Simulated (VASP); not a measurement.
Set up this calculation in VASP 6.6.1, as the native input.

| Item | Value |
| --- | --- |
| Task | G0W0 quasiparticle levels |
| Functional | PBE |
| Potentials or basis | VASP PAW PBE potentials, release 64 (Be_GW, S_GW) |
| Cutoff | 500 eV |
| k mesh | 6 × 6 × 6 |
| Occupations | gaussian, width 0.01 eV |
| Spin | no spin polarisation |
| Dipole correction | no |
| GW scheme | G0W0 |
| GW iterations | 1 |
| Cutoff of the response function | 150 |
| Frequency points | 96 |
| Empty bands | 106 |
| Further INCAR settings | ALGO = EVGW0; EDIFF = 1e-08; NBANDS = 110 |

The system is BeS.

```
CELL_PARAMETERS angstrom
0.00000 2.33693 2.33693
2.33693 0.00000 2.33693
2.33693 2.33693 0.00000
ATOMIC_POSITIONS crystal
Be 0.00000 0.00000 0.00000
S 0.25000 0.25000 0.25000
```

These files were run (other wordings do the same):

POSCAR

```
BeS
1.0
    0.0000000000      2.3369339811      2.3369339811
    2.3369339811      0.0000000000      2.3369339811
    2.3369339811      2.3369339811      0.0000000000
Be S
1 1
Direct
    0.0000000000      0.0000000000      0.0000000000
    0.2500000000      0.2500000000      0.2500000000
```

INCAR.step1

```
SYSTEM = BeS
  ALGO = Normal
  EDIFF = 1E-8
  ENCUT = 500
  GGA = PE
  ISMEAR = 0
  LASPH = .True.
  LCHARG = .False.
  LREAL = .False.
  LWAVE = .True.
  NELM = 60
  PREC = Accurate
  SIGMA = 0.01
```

INCAR.step2

```
SYSTEM = BeS
  ALGO = Exact
  EDIFF = 1E-8
  ENCUT = 500
  GGA = PE
  ISMEAR = 0
  ISTART = 1
  LASPH = .True.
  LCHARG = .False.
  LOPTICS = .True.
  LREAL = .False.
  LWAVE = .True.
  NBANDS = 110
  NELM = 1
  PREC = Accurate
  SIGMA = 0.01
```

INCAR.step3

```
SYSTEM = BeS
  ALGO = EVGW0
  EDIFF = 1E-8
  ENCUT = 500
  ENCUTGW = 150.0
  GGA = PE
  ISMEAR = 0
  ISTART = 1
  LASPH = .True.
  LCHARG = .False.
  LREAL = .False.
  LWAVE = .False.
  NBANDS = 110
  NBANDSGW = 12
  NELMGW = 1
  NOMEGA = 96
  OMEGAMAX = 20
  PREC = Accurate
  PRECFOCK = Fast
  SIGMA = 0.01
```

KPOINTS

```
k-points
0
Gamma
  6 6 6
  0 0 0
```

Potentials or basis: VASP PAW PBE potentials, release 64 (Be_GW, S_GW).

Run with:

```console
$ cat potpaw_PBE.64/Be_GW/POTCAR potpaw_PBE.64/S_GW/POTCAR > POTCAR
$ cp INCAR.step1 INCAR
$ mpirun -np 1 vasp_std > vasp.out
$ cp INCAR.step2 INCAR
$ mpirun -np 1 vasp_std > vasp.out
$ cp INCAR.step3 INCAR
$ mpirun -np 1 vasp_std > vasp.out
```

It gave:

```yaml
Quasiparticle_gap: 4.10 eV
Least_direct_quasiparticle_gap: 7.25 eV
Band_gap_of_the_starting_levels_on_the_mesh: 2.83 eV
Least_direct_gap_of_the_starting_levels_on_the_mesh: 5.57 eV
```

Caveat: the k points lie up to 0.39 Å⁻¹ apart; bands, screening cutoff and mesh are small and nothing is extrapolated, so the quasiparticle values aren't converged.

Wall time 2.3 min on 1 thread of Intel(R) Xeon(R) 6975P-C (Granite Rapids), with other jobs on the host, peak memory 0.51 GiB.
